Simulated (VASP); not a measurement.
Input of a VASP 6.6.1 run:

INCAR

```
SYSTEM = Fe
ALGO = Normal ; EDIFF = 1E-7
ENCUT = 520 ; GGA = PE
ISIF = 2 ; ISMEAR = -1
ISPIN = 2 ; LASPH = .True.
LCHARG = .False. ; LMAXMIX = 4
LORBIT = 11 ; LREAL = .False.
LWAVE = .False. ; MAGMOM = 2.589 2.429 2.429
NBANDS = 23 ; NELM = 150
PREC = Accurate ; SIGMA = 0.05
```

File KPOINTS:

```
k-points
0
Gamma
  10 10 15
  0 0 0
```

File POSCAR:

```
Fe
1.0
    4.1236939749      0.0000000000      0.0000000000
   -2.0618469875      3.5712237397      0.0000000000
    0.0000000000      0.0000000000      2.3464920938
Fe
3
Direct
    0.0000000000      0.0000000000      0.0000000000
    0.3333333333      0.6666666667      0.5000000000
    0.6666666667      0.3333333333      0.5000000000
```

Potentials or basis: VASP PAW PBE potentials, release 64 (Fe).

Run with:

```console
$ cat potpaw_PBE.64/Fe/POTCAR > POTCAR
$ mpirun -np 1 vasp_std > vasp.out
```

(1) What does it give for the net moment?

(2) Estimate the pressure.

(3) What does it give for the site moments?

Results:

(1) 7.15 μB per cell.

(2) 6.1 GPa.

(3) Fe +2.51, +2.30 (each value once) μB.

Caveat: the cell stands under pressure.
